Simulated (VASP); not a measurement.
# Si20GeH10 in VASP: further runs, part 2 of 2

VASP 6.6.1. Earlier steps stand in the parts before.

### Step 4. Single point, PBE

The input, INCAR:

```
SYSTEM = Si20GeH10
ALGO = Normal
EDIFF = 1E-6
ENCUT = 410
GGA = PE
GGA_COMPAT = .False.
ISIF = 2
ISMEAR = -1
LASPH = .True.
LCHARG = .False.
LREAL = Auto
LWAVE = .False.
NBANDS = 73
NELM = 120
NELMDL = -8
PREC = Accurate
SIGMA = 0.02
```

The input, KPOINTS:

```
k-points
0
Gamma
  1 1 1
  0 0 0
```

The input, POSCAR:

```
Si20GeH10
1.0
    7.6791800000      0.0000000000      0.0000000000
    0.0000000000      7.6791800000      0.0000000000
    0.0000000000      0.0000000000     19.2555000000
H Si Ge
10 20 1
Direct
    0.4093926695      0.0000000000      0.0519332139
    0.0906086327      0.0000000000      0.0519332139
    0.9093939718      0.0000000000      0.0519332139
    0.5906099349      0.0000000000      0.0519332139
    0.4093926695      0.5000013022      0.0519332139
    0.0906086327      0.5000013022      0.0519332139
    0.9093939718      0.5000013022      0.0519332139
    0.5906099349      0.5000013022      0.0519332139
    0.4436671624      0.8572920546      0.4755576329
    0.6972228806      1.1552275113      0.4038586378
    0.2500006511      0.0000000000      0.0968814105
    0.7500019533      0.0000000000      0.0968814105
    0.2500006511      0.5000013022      0.0968814105
    0.7500019533      0.5000013022      0.0968814105
    0.2641167416      0.2555611406      0.1648723741
    0.7713584002      0.2505606067      0.1596634728
    0.2515893624      0.7415635524      0.1571135520
    0.7473844864      0.7431783081      0.1661499312
    0.0107042679      0.2477998953      0.2278517826
    0.5224646382      0.2653538529      0.2254888214
    0.0072273342      0.7240616837      0.2292851393
    0.4909378345      0.7461734196      0.2322297525
   -0.0169158686     -0.0044405783      0.2872945392
    0.4432244068      0.0174237353      0.2756770793
    0.0199109801      0.4783974331      0.3044065332
    0.4808846778      0.5061998807      0.3066760146
    0.2349990494      0.1010003672      0.3527407754
    0.6977177251      0.0783677424      0.3276102932
    0.2565898963      0.4451256514      0.3868660902
    0.7405087522      0.3957453791      0.3240009348
    0.4429769845      0.8378628968      0.3920074784
```

Potentials or basis: VASP PAW PBE potentials, release 64 (H, Si, Ge_d).

On the command line:

```
$ cat potpaw_PBE.64/H/POTCAR potpaw_PBE.64/Si/POTCAR potpaw_PBE.64/Ge_d/POTCAR > POTCAR
$ mpirun -np 1 vasp_gam > vasp.out
```

OUTCAR:

```text
SYSTEM = Si20GeH10
   EDIFF = 1E-6
   ENCUT = 410
   GGA = PE
   ISIF = 2
   ISMEAR = -1
   LASPH = .True.
   LREAL = Auto
   NELM = 120
   NELMDL = -8
   PREC = Accurate

 ion  position               nearest neighbor table
   1  0.409  0.000  0.052-  11 1.50
   2  0.091  0.000  0.052-  11 1.50
   3  0.909  0.000  0.052-  12 1.50
   4  0.591  0.000  0.052-  12 1.50
   5  0.409  0.500  0.052-  13 1.50
   6  0.091  0.500  0.052-  13 1.50
   7  0.909  0.500  0.052-  14 1.50
   8  0.591  0.500  0.052-  14 1.50
   9  0.444  0.857  0.476-  31 1.62
  10  0.697  0.155  0.404-  28 1.58
  11  0.250  0.000  0.097-   1 1.50   2 1.50  17 2.30  15 2.36
  12  0.750  0.000  0.097-   4 1.50   3 1.50  16 2.28  18 2.38
  13  0.250  0.500  0.097-   5 1.50   6 1.50  17 2.19  15 2.29
  14  0.750  0.500  0.097-   8 1.50   7 1.50  16 2.27  18 2.29
  15  0.264  0.256  0.165-  13 2.29  19 2.29  20 2.30  11 2.36  24 3.13
  16  0.771  0.251  0.160-  19 2.26  14 2.27  12 2.28  20 2.30
  17  0.252  0.742  0.157-  13 2.19  11 2.30  21 2.34  22 2.34
  18  0.747  0.743  0.166-  14 2.29  21 2.34  22 2.34  12 2.38
  19  0.011  0.248  0.228-  16 2.26  23 2.26  15 2.29  25 2.31  30 3.00
  20  0.522  0.265  0.225-  24 2.22  16 2.30  15 2.30  26 2.44  30 2.72  28 2.78
  21  0.007  0.724  0.229-  17 2.34  18 2.34  23 2.37  25 2.38
  22  0.491  0.746  0.232-  24 2.27  26 2.34  17 2.34  18 2.34
  23  0.983  0.996  0.287-  19 2.26  21 2.37  28 2.41  27 2.45
  24  0.443  0.017  0.276-  20 2.22  28 2.24  27 2.27  22 2.27  31 2.63  15 3.13
  25  0.020  0.478  0.304-  30 2.27  19 2.31  21 2.38  29 2.43
  26  0.481  0.506  0.307-  30 2.19  22 2.34  29 2.36  20 2.44
  27  0.235  0.101  0.353-  24 2.27  23 2.45  31 2.68  29 2.73
  28  0.698  0.078  0.328-  10 1.58  24 2.24  23 2.41  30 2.46  20 2.78  31 2.96
  29  0.257  0.445  0.387-  26 2.36  25 2.43  27 2.73
  30  0.741  0.396  0.324-  26 2.19  25 2.27  28 2.46  20 2.72  19 3.00
  31  0.443  0.838  0.392-   9 1.62  24 2.63  27 2.68  28 2.96

  LATTYP: Found a simple tetragonal cell.
 ALAT       =     7.6791800000
 C/A-ratio  =     2.5074942898

  Lattice vectors:

 A1 = (   7.6791800000,   0.0000000000,   0.0000000000)
 A2 = (   0.0000000000,   7.6791800000,   0.0000000000)
 A3 = (   0.0000000000,   0.0000000000,  19.2555000000)

Analysis of symmetry for initial positions (statically):
=====================================================================
 Subroutine PRICEL returns:
 Original cell was already a primitive cell.

 Routine SETGRP: Setting up the symmetry group for a
 simple tetragonal supercell.

 Subroutine GETGRP returns: Found  1 space group operations
 (whereof  1 operations were pure point group operations)
 out of a pool of 16 trial point group operations.

The static configuration has the point symmetry C_1 .

Analysis of symmetry for dynamics (positions and initial velocities):
=====================================================================
 Subroutine PRICEL returns:
 Original cell was already a primitive cell.

 Routine SETGRP: Setting up the symmetry group for a
 simple tetragonal supercell.

 Subroutine GETGRP returns: Found  1 space group operations
 (whereof  1 operations were pure point group operations)
 out of a pool of 16 trial point group operations.

The dynamic configuration has the point symmetry C_1 .

 Subroutine INISYM returns: Found  1 space group operations
 (whereof  1 operations are pure point group operations),
[... 107 lines left out ...]
 Found      1 irreducible k-points:

 Following reciprocal coordinates:
            Coordinates               Weight
  0.000000  0.000000  0.000000      1.000000
   k-points           NKPTS =      1   k-points in BZ     NKDIM =      1   number of bands    NBANDS=     73
   number of dos      NEDOS =    301   number of ions     NIONS =     31
   total plane-waves  NPLWV = 373248
   dimension x,y,z NGX =    54 NGY =   54 NGZ =  128
   dimension x,y,z NGXF=   108 NGYF=  108 NGZF=  256
   ions per type =              10  20   1
   NGX,Y,Z   is equivalent  to a cutoff of  11.69, 11.69, 11.05 a.u.
   NGXF,Y,Z  is equivalent  to a cutoff of  23.38, 23.38, 22.10 a.u.
 SYSTEM =  Si20GeH10
   PREC   = accura    normal or accurate (medium, high low for compatibility)
   ISTART =      0    job   : 0-new  1-cont  2-samecut
   ICHARG =      2    charge: 1-file 2-atom 10-const
   ISPIN  =      1    spin polarized calculation?
   LNONCOLLINEAR =      F non collinear calculations
   LSORBIT =      F    spin-orbit coupling
   LASPH  =      T    aspherical Exc in radial PAW
   ENCUT  =  410.0 eV  30.13 Ry    5.49 a.u.  12.68 12.68 31.79*2*pi/ulx,y,z
   NELM   =    120;   NELMIN=  2; NELMDL= -8     # of ELM steps
   EDIFF  = 0.1E-05   stopping-criterion for ELM
   LREAL  =      T    real-space projection
   EDIFFG = 0.1E-04   stopping-criterion for IOM
   NSW    =      0    number of steps for IOM
   IBRION =     -1    ionic relax: 0-MD 1-quasi-New 2-CG
   NFREE  =      0    steps in history (QN), initial steepest desc. (CG)
   ISIF   =      2    stress and relaxation
   ISYM   =      2    0-nonsym 1-usesym 2-fastsym
   POTIM  = 0.5000    time-step for ionic-motion
   TEBEG  =    0.0;   TEEND  =   0.0 temperature during run
   PSTRESS=    0.0 pullay stress
   NELECT =     104.0000    total number of electrons
   NUPDOWN=      -1.0000    fix difference up-down
   EMIN   =  10.00;   EMAX   =-10.00  energy-range for DOS
   EFERMI =   0.00;   METHOD = LEGACY
   ISMEAR =    -1;   SIGMA  =   0.02  broadening in eV -4-tet -1-fermi 0-gaus
   EFERMI_NEDOS =   21; number of points for ismear=-14 and -15
   IALGO  =     38    algorithm
   IMIX   =      4    mixing-type and parameters
     AMIX     =   0.40;   BMIX     =  1.00
     AMIX_MAG =   1.60;   BMIX_MAG =  1.00
  volume/ion in A,a.u.               =      36.63       247.18
  Fermi-wavevector in a.u.,A,eV,Ry     =   0.737946  1.394515  7.409242  0.544564
  Thomas-Fermi vector in A             =   1.831750
   LORBIT       =      0    0 simple, 1 ext, 2 COOP (PROOUT), +10 PAW based schemes
   GGA     = PE    functional components
   LHFCALC =     F    Hartree Fock is set to
   AEXX    =    0.0000 exact exchange contribution
   IVDW    =     0    specifies the selected vdW correction
   LEPSILON=     F    determine dielectric tensor
   LRPA    =     F    only Hartree local field effects (RPA)
 non-spin polarized calculation
  energy-cutoff  :      410.00
  volume of cell :     1135.49
 maximum number of plane-waves:     10696
 NGX is ok and might be reduce to    50
   NGX = 25   NGY = 25   NGZ = 63

 number of electron     104.0000007 magnetization

 Free energy of the ion-electron system (eV)
  ---------------------------------------------------
  ext. energy  EPLUGINS =         0.00000000
  ---------------------------------------------------
  free energy    TOTEN  =      -131.07762359 eV

  energy without entropy =     -131.07761728  energy(sigma->0) =     -131.07762044

 E-fermi :  -0.5910     XC(G=0):  -4.4746

 val. band max:       -0.8313054411   @ k =   0.0000   0.0000   0.0000
 cond. band min:      -0.3507645209   @ k =   0.0000   0.0000   0.0000
 fundamental gap:      0.4805409202
 Fermi energy:        -0.5910349622

 k-point     1 :       0.0000    0.0000    0.0000
  band No.  band energies     occupation
      1     -25.1690      2.00000
      2     -25.1438      2.00000
      3     -25.0691      2.00000
      4     -24.9824      2.00000
      5     -24.9522      2.00000
      6     -12.8812      2.00000
[... 56 lines left out ...]
     63       1.6423      0.00000
     64       1.8435      0.00000
 [bands above 64 left out]

------------------------ aborting loop because EDIFF is reached ----------------------------------------

  FORCE on cell =-STRESS in cart. coord.  units (eV):
  Direction    XX          YY          ZZ          XY          YZ          ZX
  --------------------------------------------------------------------------------------
  -------------------------------------------------------------------------------------
  Total       39.7340544     16.1916027      8.5986568     -1.4815050     -3.1231719      1.4644740
  in kB       56.0646311     22.8463026     12.1326788     -2.0903991     -4.4067861      2.0663685
  external PRESSURE =      30.3478708 kB  Pullay stress =       0.0000000 kB

 VOLUME and BASIS-vectors are now :
 -----------------------------------------------------------------------------
  energy-cutoff  :      410.00
  volume of cell :     1135.49
      direct lattice vectors                 reciprocal lattice vectors
     7.679180000  0.000000000  0.000000000     0.130222237  0.000000000  0.000000000
     0.000000000  7.679180000  0.000000000     0.000000000  0.130222237  0.000000000
     0.000000000  0.000000000 19.255500000     0.000000000  0.000000000  0.051933214

 POSITION                                       TOTAL-FORCE (eV/Angst)
 -----------------------------------------------------------------------------------
      3.14380      0.00000      1.00000        -0.947816     -0.032228      0.045404
      0.69580      0.00000      1.00000         0.856917      0.115219      0.158284
      6.98340      0.00000      1.00000        -0.890581     -0.147823      0.001805
      4.53540      0.00000      1.00000         0.879394      0.007346      0.125297
      3.14380      3.83960      1.00000        -0.924758     -0.018855     -0.026375
      0.69580      3.83960      1.00000         0.825263      0.037079     -0.111238
[... 23 lines left out ...]
      5.68650      3.03900      6.23880         0.532609     -0.523376     -0.491552
      3.40170      6.43410      7.54830         0.010123     -0.003257      0.346703
 -----------------------------------------------------------------------------------
    total drift:                               -0.000381      0.004162      0.000181

  FREE ENERGIE OF THE ION-ELECTRON SYSTEM (eV)
  ---------------------------------------------------
  free  energy   TOTEN  =      -131.0776235915 eV

  energy  without entropy=     -131.0776172809  energy(sigma->0) =     -131.07762044
```

Run time: 1.7 min. Hardware: 1 thread of Intel Xeon 6975P-C (Granite Rapids), shared host; peak memory 0.72 GiB.

Results:

| Property | Result |
| --- | --- |
| Free energy | -131.0776 eV |
| Largest force | 2.208 eV/Å |

Forces in eV/Å, atoms in the order of the input:
```
H   -0.948 -0.032  0.045
H    0.857  0.115  0.158
H   -0.891 -0.148  0.002
H    0.879  0.007  0.125
H   -0.925 -0.019 -0.026
H    0.825  0.037 -0.111
H   -0.827  0.193  0.016
H    0.896 -0.062  0.039
H    0.145  0.156 -0.121
H    0.064 -0.652 -0.077
Si   0.203  0.245 -0.416
Si   0.161 -0.582 -0.392
Si  -0.177 -1.059 -1.734
Si  -0.158 -0.002 -1.012
Si  -0.122 -0.071 -0.334
Si  -0.417  0.088  0.163
Si  -0.102  0.874  1.155
Si   0.121  0.601  0.280
Si   0.403 -0.064 -0.100
Si  -0.110  0.982 -0.132
Si  -0.416  0.653  0.634
Si   0.242 -0.281 -0.293
Si   0.210 -0.323  0.877
Si  -0.098 -0.393  0.135
Si   0.195  0.499  0.018
Si  -0.631  0.443 -0.124
Si  -1.083  0.066  0.357
Si   1.729  0.407  1.311
Si  -0.569 -1.152 -0.298
Si   0.533 -0.523 -0.492
Ge   0.010 -0.003  0.347
```

Levels at points of the mesh, in eV from the Fermi level:
```
           k point  band 50  band 51  band 52  band 53  band 54  band 55
(0.00, 0.00, 0.00)    -0.93    -0.82    -0.24     0.24     0.68     0.86
```

Caveat: the k points lie up to 0.82 Å⁻¹ apart.

### Step 5. The runs side by side

| cell | largest force (eV/Å) |
| --- | --- |
| as given, atomic positions A | 1.26 |
| as given, atomic positions B | 2.16 |
| as given, atomic positions C | 2.21 |

Alike in all rows: task single point; level PBE; potentials or basis VASP PAW PBE potentials, release 64 (H, Si, Ge_d); no spin polarisation; k mesh 1 × 1 × 1; cutoff (eV) 410; smearing fermi-dirac 0.02 eV.

Caveats: all runs use coarse meshes.

Absolute energies hang on the potentials; compare differences alone.
